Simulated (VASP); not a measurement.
# GaSb (I-4m2) in VASP: further runs, part 2 of 2

VASP 6.6.1. Earlier steps stand in the parts before.

### Step 4. Single point, PBE

Input file INCAR:

```
ALGO = Normal
EDIFF = 1E-6
ENCUT = 500
GGA = PE
GGA_COMPAT = F
ISIF = 2
ISMEAR = 0
LASPH = T
LCHARG = F
LREAL = F
LWAVE = F
NBANDS = 16
NELM = 120
PREC = Accurate
SIGMA = 0.15
```

Input file KPOINTS:

```
k-points
0
Gamma
  12 12 12
```

Input file POSCAR:

```
GaSb
1.0
    0.0000000000      2.9928966414      3.1639326220
    3.1639326220      0.0000000000      3.1639326220
    3.1639326220      2.9928966414      0.0000000000
Ga Sb
1 1
Direct
    0.0000000000      0.0000000000      0.0000000000
    0.7500000000      0.7500000000      0.7500000000
```

Potentials or basis: VASP PAW PBE potentials, release 64 (Ga_d, Sb).

Started as:

```bash
cat potpaw_PBE.64/Ga_d/POTCAR potpaw_PBE.64/Sb/POTCAR > POTCAR
mpirun -np 1 vasp_std > vasp.out
```

OUTCAR:

```text
EDIFF = 1E-6
   ENCUT = 500
   GGA = PE
   ISIF = 2
   ISMEAR = 0
   LASPH = T
   LREAL = F
   NELM = 120
   PREC = Accurate

 ion  position               nearest neighbor table
   1  0.000  0.000  0.000-   2 2.69   2 2.69   2 2.69   2 2.69
   2  0.750  0.750  0.750-   1 2.69   1 2.69   1 2.69   1 2.69

  LATTYP: Found a body centered tetragonal cell.
 ALAT       =     4.4744764245
 C/A-ratio  =     1.3377639560

  Lattice vectors:

 A1 = (   0.0000000000,  -2.9928966414,   3.1639326220)
 A2 = (   0.0000000000,  -2.9928966414,  -3.1639326220)
 A3 = (   3.1639326220,   2.9928966414,   0.0000000000)

Analysis of symmetry for initial positions (statically):
=====================================================================
 Subroutine PRICEL returns:
 Original cell was already a primitive cell.

 Routine SETGRP: Setting up the symmetry group for a
 body centered tetragonal supercell.

 Subroutine GETGRP returns: Found  8 space group operations
 (whereof  8 operations were pure point group operations)
 out of a pool of 16 trial point group operations.

The static configuration has the point symmetry D_2d.

Analysis of symmetry for dynamics (positions and initial velocities):
=====================================================================
 Subroutine PRICEL returns:
 Original cell was already a primitive cell.

 Routine SETGRP: Setting up the symmetry group for a
 body centered tetragonal supercell.

 Subroutine GETGRP returns: Found  8 space group operations
 (whereof  8 operations were pure point group operations)
 out of a pool of 16 trial point group operations.

The dynamic configuration has the point symmetry D_2d.

 Subroutine INISYM returns: Found  8 space group operations
 (whereof  8 operations are pure point group operations),
 and found     1 'primitive' translations

----------------------------------------------------------------------------------------

[... 111 lines left out ...]
     AMIX     =   0.40;   BMIX     =  1.00
     AMIX_MAG =   1.60;   BMIX_MAG =  1.00
  volume/ion in A,a.u.               =      29.96       202.18
  Fermi-wavevector in a.u.,A,eV,Ry     =   1.096412  2.071917 16.355813  1.202118
  Thomas-Fermi vector in A             =   2.232753
   LORBIT       =      0    0 simple, 1 ext, 2 COOP (PROOUT), +10 PAW based schemes
   GGA     = PE    functional components
   LHFCALC =     F    Hartree Fock is set to
   AEXX    =    0.0000 exact exchange contribution
   IVDW    =     0    specifies the selected vdW correction
   LEPSILON=     F    determine dielectric tensor
   LRPA    =     F    only Hartree local field effects (RPA)
 non-spin polarized calculation
 Gauss-broadening in eV      SIGMA  =   0.15
  energy-cutoff  :      500.00
  volume of cell :       59.92
 maximum number of plane-waves:      1544
   NGX = 15   NGY = 17   NGZ = 15

 number of electron      18.0000009 magnetization

 Free energy of the ion-electron system (eV)
  ---------------------------------------------------
  ext. energy  EPLUGINS =         0.00000000
  ---------------------------------------------------
  free energy    TOTEN  =        -7.35815509 eV

  energy without entropy =       -7.35771718  energy(sigma->0) =       -7.35793613

 E-fermi :   4.5503     XC(G=0):  -8.8954

 val. band max:        4.4018207150   @ k =   0.0833   0.0000   0.0000
 cond. band min:       4.6023974375   @ k =   0.0000   0.0000   0.0000
 fundamental gap:      0.2005767225
 Fermi energy:         4.5502628691

 k-point     1 :       0.0000    0.0000    0.0000
  band No.  band energies     occupation
      1     -10.5382      2.00000
      2     -10.5382      2.00000
      3     -10.5302      2.00000
      4     -10.4972      2.00000
      5     -10.4888      2.00000
      6      -6.7489      2.00000
[... 433 lines left out ...]
      3     -10.5221      2.00000
      4     -10.4983      2.00000
      5     -10.4885      2.00000
      6      -5.0600      2.00000
[... 8 lines left out ...]
     15      13.0952      0.00000
     16      13.4190      0.00000

 [... further k-points ...]

------------------------ aborting loop because EDIFF is reached ----------------------------------------

  FORCE on cell =-STRESS in cart. coord.  units (eV):
  Direction    XX          YY          ZZ          XY          YZ          ZX
  --------------------------------------------------------------------------------------
  -------------------------------------------------------------------------------------
  Total       -0.2236775      0.5512486     -0.2236775     -0.0000000     -0.0000000      0.0000000
  in kB       -5.9807649     14.7394714     -5.9807649     -0.0000000     -0.0000000      0.0000000
  external PRESSURE =       0.9259806 kB  Pullay stress =       0.0000000 kB

 VOLUME and BASIS-vectors are now :
 -----------------------------------------------------------------------------
  energy-cutoff  :      500.00
  volume of cell :       59.92
      direct lattice vectors                 reciprocal lattice vectors
     0.000000000  2.992896641  3.163932622    -0.158031178  0.167062234  0.158031178
     3.163932622  0.000000000  3.163932622     0.158031178 -0.167062234  0.158031178
     3.163932622  2.992896641  0.000000000     0.158031178  0.167062234 -0.158031178

 POSITION                                       TOTAL-FORCE (eV/Angst)
 -----------------------------------------------------------------------------------
      0.00000      0.00000      0.00000        -0.000000     -0.000000     -0.000000
      4.74590      4.48934      4.74590         0.000000      0.000000      0.000000
 -----------------------------------------------------------------------------------
    total drift:                                0.000002     -0.000003      0.000002

  FREE ENERGIE OF THE ION-ELECTRON SYSTEM (eV)
  ---------------------------------------------------
  free  energy   TOTEN  =        -7.3581550855 eV

  energy  without entropy=       -7.3577171814  energy(sigma->0) =       -7.35793613
```

OSZICAR:

```text
N       E                     dE             d eps       ncg     rms          rms(c)
DAV:   1     0.811186743734E+02    0.81119E+02   -0.84137E+03  5336   0.133E+03
DAV:   2    -0.981318303855E+00   -0.82100E+02   -0.78919E+02  6200   0.291E+02
DAV:   3    -0.728939206862E+01   -0.63081E+01   -0.62948E+01  6224   0.646E+01
DAV:   4    -0.740357444280E+01   -0.11418E+00   -0.11417E+00  6744   0.978E+00
DAV:   5    -0.740628428334E+01   -0.27098E-02   -0.27098E-02  6656   0.133E+00    0.299E+00
DAV:   6    -0.736746835049E+01    0.38816E-01   -0.61845E-02  7464   0.376E+00    0.178E+00
DAV:   7    -0.735670786014E+01    0.10760E-01   -0.33937E-02  6120   0.148E+00    0.343E-01
DAV:   8    -0.735762905254E+01   -0.92119E-03   -0.42177E-03  6968   0.722E-01    0.729E-02
DAV:   9    -0.735808929466E+01   -0.46024E-03   -0.61899E-04  6264   0.197E-01    0.299E-02
DAV:  10    -0.735814029800E+01   -0.51003E-04   -0.53659E-05  6784   0.421E-02    0.887E-03
DAV:  11    -0.735815426205E+01   -0.13964E-04   -0.20524E-05  6144   0.313E-02    0.558E-03
DAV:  12    -0.735815531490E+01   -0.10529E-05   -0.17631E-06  6736   0.797E-03    0.153E-03
DAV:  13    -0.735815508548E+01    0.22943E-06   -0.77823E-08  3880   0.303E-03
   1 F= -.73581551E+01 E0= -.73579361E+01  d E =-.437904E-03
```

It took 1.9 min on 1 thread of Intel Xeon 6975P-C, shared host; peak memory 0.3 GiB.

Results:

```yaml
Free_energy: -7.3582 eV
Pressure: 0.1 GPa
Band_gap_on_the_k_mesh: 0.20 eV, indirect (least direct gap 0.28 eV)
```

Levels at points of the mesh, in eV from the valence-band top:
```csv
k point,band 6,band 7,band 8,band 9,band 10,band 11,band 12,band 13
"(0.00, 0.00, 0.00)",-11.15,-0.29,-0.08,-0.08,0.20,2.71,2.87,2.87
"(0.50, 0.00, 0.00)",-9.64,-6.13,-1.26,-0.88,0.29,3.62,3.94,6.53
"(0.50, 0.50, 0.00)",-8.94,-6.67,-2.31,-2.27,1.10,1.46,8.23,8.27
"(0.50, 0.00, 0.50)",-8.76,-6.43,-2.61,-2.61,0.70,1.15,8.43,8.43
```

Caveat: the cell differs from its parent crystal (strain +e along x and -e along y +0.0000, strain +e along z and -e/2 along x and y -0.0367); spin-orbit coupling is left out, which moves the levels of the heavy elements. A k mesh can miss the band edges.

### Step 5. The runs side by side

| cell | gap on the mesh (eV) | pressure (GPa) |
| --- | --- | --- |
| a = 4.481, b = 4.233 Å, angles 61.8, 56.4, 61.8°, 2 atoms | none | 0.2 |
| a = 4.320, b = 4.555 Å, angles 58.2, 63.6, 58.2°, 2 atoms | 0.13 | 0.1 |
| a = 4.355, b = 4.474 Å, angles 59.1, 61.8, 59.1°, 2 atoms | 0.20 | 0.1 |

Alike in all rows: task single point; level PBE; potentials or basis VASP PAW PBE potentials, release 64 (Ga_d, Sb); no spin polarisation; k mesh 12 × 12 × 12; cutoff (eV) 500; smearing gaussian 0.15 eV.

Caveats: spin-orbit coupling is left out, which moves the levels of the heavy elements.

Absolute energies hang on the potentials; compare differences alone.
